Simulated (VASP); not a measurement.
# Pd (Im-3m) in VASP: notebook

Pd is run at these levels: HF, r2SCAN; tasks: relaxation of cell and atoms, single point.

All numbers are computed with VASP 6.6.1; they aren't measurements. Logs are shortened: lines on timing, memory, paths and dates and some standing lists are left out, and cuts for length are marked.

**1. The cell of the first run**

Symmetry: Im-3m, No. 229, cubic system. The conventional cell has a = 3.145 Å, b = 3.145 Å, c = 3.145 Å, α = 90.00°, β = 90.00°, γ = 90.00°. Within 3.6 Å of Pd (site symmetry m-3m) lie 14 Pd at 2.72 to 3.14 Å.

This isn't the form of Pd at room conditions, which is fcc.

**2. Relaxation of cell and atoms, HF**

POSCAR

```
Pd
1.0
   -1.5722810000      1.5722810000      1.5722810000
    1.5722810000     -1.5722810000      1.5722810000
    1.5722810000      1.5722810000     -1.5722810000
Pd
1
Direct
    0.0000000000      0.0000000000      0.0000000000
```

INCAR.step1

```
  PREC = Accurate
  ENCUT = 600
  EDIFF = 1E-5
  ISMEAR = -1
  SIGMA = 0.05
  LREAL = False
  LASPH = True
  NELM = 100
  ALGO = Normal
  LWAVE = True
  LCHARG = False
  GGA = PE
  NBANDS = 11
```

INCAR.step2

```
  PREC = Accurate
  ENCUT = 600
  EDIFF = 1E-6
  ISMEAR = -1
  SIGMA = 0.05
  LREAL = False
  LASPH = True
  NELM = 100
  ALGO = Normal
  ISIF = 3
  LWAVE = False
  LCHARG = False
  GGA = PE
  LHFCALC = True
  AEXX = 1.0
  ALDAC = 0.0
  AGGAC = 0.0
  PRECFOCK = Normal
  IBRION = 2
  NSW = 60
  EDIFFG = -0.01
  ISTART = 1
```

KPOINTS

```
regular mesh
0
Gamma
  6 6 6
```

Potentials or basis: VASP PAW PBE potentials, release 64 (Pd).

Started as:

```console
$ cat potpaw_PBE.64/Pd/POTCAR > POTCAR
$ cp INCAR.step1 INCAR
$ mpirun -np 1 vasp_std > vasp.out
$ cp INCAR.step2 INCAR
$ mpirun -np 1 vasp_std > vasp.out
```

OUTCAR:

```text
PREC = Accurate
   ENCUT = 600
   EDIFF = 1E-6
   ISMEAR = -1
   LREAL = False
   LASPH = True
   NELM = 100
   ISIF = 3
   GGA = PE
   LHFCALC = True
   AEXX = 1.0
   PRECFOCK = Normal
   IBRION = 2
   NSW = 60
   EDIFFG = -0.01
   ISTART = 1

 ion  position               nearest neighbor table
   1  0.000  0.000  0.000-

  LATTYP: Found a body centered cubic cell.
 ALAT       =     3.1445620000

  Lattice vectors:

 A1 = (  -1.5722810000,   1.5722810000,   1.5722810000)
 A2 = (   1.5722810000,  -1.5722810000,   1.5722810000)
 A3 = (   1.5722810000,   1.5722810000,  -1.5722810000)

Analysis of symmetry for initial positions (statically):
=====================================================================
 Subroutine PRICEL returns:
 Original cell was already a primitive cell.

 Routine SETGRP: Setting up the symmetry group for a
 body centered cubic supercell.

 Subroutine GETGRP returns: Found 48 space group operations
 (whereof 48 operations were pure point group operations)
 out of a pool of 48 trial point group operations.

The static configuration has the point symmetry O_h .

Analysis of symmetry for dynamics (positions and initial velocities):
=====================================================================
 Subroutine PRICEL returns:
 Original cell was already a primitive cell.

 Routine SETGRP: Setting up the symmetry group for a
 body centered cubic supercell.

 Subroutine GETGRP returns: Found 48 space group operations
 (whereof 48 operations were pure point group operations)
 out of a pool of 48 trial point group operations.

The dynamic configuration has the point symmetry O_h .

 Subroutine INISYM returns: Found 48 space group operations
 (whereof 48 operations are pure point group operations),
 and found     1 'primitive' translations

----------------------------------------------------------------------------------------

                                     Primitive cell

  volume of cell :      15.5471

  direct lattice vectors                    reciprocal lattice vectors
    -1.572281000  1.572281000  1.572281000     0.000000000  0.318009313  0.318009313
     1.572281000 -1.572281000  1.572281000     0.318009313  0.000000000  0.318009313
     1.572281000  1.572281000 -1.572281000     0.318009313  0.318009313  0.000000000

  length of vectors
     2.723270576  2.723270576  2.723270576     0.449733083  0.449733083  0.449733083

  position of ions in fractional coordinates (direct lattice)
     0.000000000  0.000000000  0.000000000

  ion indices of the primitive-cell ions
   primitive index   ion index
                 1           1

----------------------------------------------------------------------------------------

 KPOINTS: regular mesh

Automatic generation of k-mesh.
 Grid dimensions read from file:
 generate k-points for:    6    6    6

 Generating k-lattice:

  Cartesian coordinates                     Fractional coordinates (reciprocal lattice)
     0.000000000  0.053001552  0.053001552     0.166666667  0.000000000  0.000000000
     0.053001552  0.000000000  0.053001552     0.000000000  0.166666667  0.000000000
     0.053001552  0.053001552  0.000000000     0.000000000  0.000000000  0.166666667

  Length of vectors
     0.074955514  0.074955514  0.074955514

  Shift w.r.t. Gamma in fractional coordinates (k-lattice)
     0.000000000  0.000000000  0.000000000

 Subroutine IBZKPT returns following result:
 ===========================================

 Found     16 irreducible k-points:

 Following reciprocal coordinates:
            Coordinates               Weight
  0.000000  0.000000  0.000000      1.000000
  0.166667  0.000000  0.000000     12.000000
  0.333333  0.000000  0.000000     12.000000
  0.500000  0.000000  0.000000      6.000000
  0.166667  0.166667  0.000000     24.000000
  0.333333  0.166667 -0.000000     48.000000
[... 8 lines left out ...]
  0.500000  0.500000  0.333333     12.000000
  0.500000  0.500000  0.500000      1.000000
   k-points           NKPTS =     16   k-points in BZ     NKDIM =    216   number of bands    NBANDS=      9
   number of dos      NEDOS =    301   number of ions     NIONS =      1
   total plane-waves  NPLWV =  13824
   dimension x,y,z NGX =    24 NGY =   24 NGZ =   24
   dimension x,y,z NGXF=    48 NGYF=   48 NGZF=   48
   ions per type =               1
   NGX,Y,Z   is equivalent  to a cutoff of  14.65, 14.65, 14.65 a.u.
   NGXF,Y,Z  is equivalent  to a cutoff of  29.30, 29.30, 29.30 a.u.
 SYSTEM =  unknown system
   PREC   = accura    normal or accurate (medium, high low for compatibility)
   ISTART =      1    job   : 0-new  1-cont  2-samecut
   ICHARG =      0    charge: 1-file 2-atom 10-const
   ISPIN  =      1    spin polarized calculation?
   LNONCOLLINEAR =      F non collinear calculations
   LSORBIT =      F    spin-orbit coupling
   LASPH  =      T    aspherical Exc in radial PAW
   ENCUT  =  600.0 eV  44.10 Ry    6.64 a.u.   5.44  5.44  5.44*2*pi/ulx,y,z
   NELM   =    100;   NELMIN=  2; NELMDL=  0     # of ELM steps
   EDIFF  = 0.1E-05   stopping-criterion for ELM
   LREAL  =      F    real-space projection
   EDIFFG = -.1E-01   stopping-criterion for IOM
   NSW    =     60    number of steps for IOM
   IBRION =      2    ionic relax: 0-MD 1-quasi-New 2-CG
   NFREE  =      1    steps in history (QN), initial steepest desc. (CG)
   ISIF   =      3    stress and relaxation
   ISYM   =      3    0-nonsym 1-usesym 2-fastsym
   POTIM  = 0.5000    time-step for ionic-motion
   TEBEG  =    0.0;   TEEND  =   0.0 temperature during run
   PSTRESS=    0.0 pullay stress
   NELECT =      10.0000    total number of electrons
   NUPDOWN=      -1.0000    fix difference up-down
   EMIN   =  10.00;   EMAX   =-10.00  energy-range for DOS
   EFERMI =   0.00;   METHOD = LEGACY
   ISMEAR =    -1;   SIGMA  =   0.05  broadening in eV -4-tet -1-fermi 0-gaus
   EFERMI_NEDOS =   21; number of points for ismear=-14 and -15
   IALGO  =     38    algorithm
   IMIX   =      1    mixing-type and parameters
     AMIX     =   0.40;   BMIX     =  1.00
     AMIX_MAG =   1.60;   BMIX_MAG =  1.00
  volume/ion in A,a.u.               =      15.55       104.92
  Fermi-wavevector in a.u.,A,eV,Ry     =   1.413160  2.670485 27.171123  1.997021
  Thomas-Fermi vector in A             =   2.534834
   LORBIT       =      0    0 simple, 1 ext, 2 COOP (PROOUT), +10 PAW based schemes
   GGA     = PE    functional components
   LHFCALC =     T    Hartree Fock is set to
   PRECFOCK=normal    Normal, Fast or Accurate (Low or Medium for compatibility)
   ENCUT4O =  -1.0   cutoff for four orbital integrals eV
   NKREDX  =     1    reduce k-point grid by
   NKREDY  =     1    reduce k-point grid by
   NKREDZ  =     1    reduce k-point grid by
   AEXX    =    1.0000 exact exchange contribution
   HFSCREEN=    0.0000 screening length (either q_TF or 0.3 A-1)
   HFSCREENC=   0.0000 screening length for correlation (either q_TF or 0.3 A-1)
   ENCUTFOCK=  -1.0 apply spherical cutoff to Coloumb kernel
   IVDW    =     0    specifies the selected vdW correction
   LEPSILON=     F    determine dielectric tensor
   LRPA    =     F    only Hartree local field effects (RPA)
 conjugate gradient relaxation of ions
 non-spin polarized calculation
  energy-cutoff  :      600.00
  volume of cell :       15.55
 maximum number of plane-waves:       531
 NGX is ok and might be reduce to    24
  NGX = 18; NGY = 18; NGZ = 18

--------------------------------------- Ionic step        1  -------------------------------------------

 number of electron      10.0000002 magnetization

 Free energy of the ion-electron system (eV)
  ---------------------------------------------------
  ext. energy  EPLUGINS =         0.00000000
  ---------------------------------------------------
  free energy    TOTEN  =        -9.18798684 eV

  energy without entropy =       -9.18479978  energy(sigma->0) =       -9.18639331

------------------------ aborting loop because EDIFF is reached ----------------------------------------

  FORCE on cell =-STRESS in cart. coord.  units (eV):
  Direction    XX          YY          ZZ          XY          YZ          ZX
  --------------------------------------------------------------------------------------
  -------------------------------------------------------------------------------------
  Total        0.4272127      0.4272127      0.4272127      0.0000000      0.0000000      0.0000000
  in kB       44.0254984     44.0254984     44.0254984      0.0000000      0.0000000      0.0000000
  external PRESSURE =      44.0254984 kB  Pullay stress =       0.0000000 kB

 VOLUME and BASIS-vectors are now :
 -----------------------------------------------------------------------------
  energy-cutoff  :      600.00
  volume of cell :       15.55
      direct lattice vectors                 reciprocal lattice vectors
    -1.572281000  1.572281000  1.572281000     0.000000000  0.318009313  0.318009313
     1.572281000 -1.572281000  1.572281000     0.318009313  0.000000000  0.318009313
     1.572281000  1.572281000 -1.572281000     0.318009313  0.318009313  0.000000000
[... 213 lines left out ...]
 POSITION                                       TOTAL-FORCE (eV/Angst)
 -----------------------------------------------------------------------------------
     -0.00000      0.00000      0.00000         0.000000     -0.000000     -0.000000
 -----------------------------------------------------------------------------------
    total drift:                                0.000000      0.000000      0.000000

  FREE ENERGIE OF THE ION-ELECTRON SYSTEM (eV)
  ---------------------------------------------------
  free  energy   TOTEN  =        -9.1946880008 eV

  energy  without entropy=       -9.1915009343  energy(sigma->0) =       -9.19309447

--------------------------------------- Ionic step        8  -------------------------------------------

 number of electron       9.9999999 magnetization

 Free energy of the ion-electron system (eV)
  ---------------------------------------------------
  ext. energy  EPLUGINS =         0.00000000
  ---------------------------------------------------
  free energy    TOTEN  =        -9.19468864 eV

  energy without entropy =       -9.19150158  energy(sigma->0) =       -9.19309511

 E-fermi :   7.8210     XC(G=0):   0.0000

 val. band max:        6.4348859170   @ k =   0.3333   0.0000   0.0000
 cond. band min:       7.9409149542   @ k =  -0.3333   0.5000   0.1667
 fundamental gap:      1.5060290372
 Fermi energy:         7.8210201907

 k-point     1 :       0.0000    0.0000    0.0000
  band No.  band energies     occupation
      1      -1.4864      2.00000
      2       0.9582      2.00000
      3       0.9582      2.00000
      4       0.9582      2.00000
      5       2.1425      2.00000
      6       2.1425      2.00000
      7      34.5214      0.00000
      8      34.5214      0.00000
      9      34.5214      0.00000

 k-point     2 :       0.1667    0.0000    0.0000
  band No.  band energies     occupation
      1      -0.3544      2.00000
      2       0.6052      2.00000
      3       1.4077      2.00000
      4       1.9783      2.00000
      5       2.0152      2.00000
      6       2.2376      2.00000
      7      33.0202      0.00000
      8      34.0704      0.00000
      9      35.7987      0.00000
[... 188 lines left out ...]
 POSITION                                       TOTAL-FORCE (eV/Angst)
 -----------------------------------------------------------------------------------
     -0.00000      0.00000      0.00000         0.000000      0.000000     -0.000000
 -----------------------------------------------------------------------------------
    total drift:                                0.000000      0.000000      0.000000

  FREE ENERGIE OF THE ION-ELECTRON SYSTEM (eV)
  ---------------------------------------------------
  free  energy   TOTEN  =        -9.1946886448 eV

  energy  without entropy=       -9.1915015784  energy(sigma->0) =       -9.19309511

 reached required accuracy - stopping structural energy minimisation
```

Wall time 38 min (1 thread of Intel Xeon Platinum 8559C (Emerald Rapids), shared host); peak memory 0.18 GiB.

What came out:

```
Free energy                           : -9.1947 eV
Relaxed volume                        : 16.05 Å³/atom
Relaxed cell                          : a = 2.752 Å, b = 2.752 Å, c = 2.752 Å, α = 109.47°, β = 109.47°, γ = 109.47°
Space group after relaxing (to 0.1 Å) : Im-3m (No. 229)
Energy gained by relaxing             : 6.7 meV/atom
Ionic steps                           : 8
Pressure after relaxing               : 0.0 GPa
Band gap on the k mesh                : zero (bands 5 and 6 overlap by 7.17 eV)
```

Step by step:
| step | energy change (eV) | largest force (eV/Å) | pressure (GPa) | volume (Å³) |
| --- | --- | --- | --- | --- |
| 1 | 0.0000 | 0.0000 | 4.40 | 15.55 |
| 2 | -0.0018 | 0.0000 | -3.33 | 16.53 |
| 3 | -0.0067 | 0.0000 | -0.14 | 16.06 |
| 4 | -0.0067 | 0.0000 | 0.18 | 16.04 |
| 5 | -0.0067 | 0.0000 | 0.18 | 16.05 |
| 6 | -0.0067 | 0.0000 | 0.34 | 16.05 |
| 7 | -0.0067 | 0.0000 | 0.15 | 16.05 |
| 8 | -0.0067 | 0.0000 | 0.01 | 16.05 |

Final structure:
```
Pd
1.0
    -1.58910    1.58910    1.58910
     1.58910   -1.58910    1.58910
     1.58910    1.58910   -1.58910
Pd
1
Cartesian
  0.0000 0.0000 0.0000
```

Caveat: the k points lie up to 0.47 Å⁻¹ apart in the final cell, too coarse for converged energies and pressures of a metal; the PAW data sets were made with another functional, which shifts forces and pressure a little.

(Part 1 of 2 ends here.)

The gap in the log of VASP goes by the Fermi energy; the results here count the filled bands.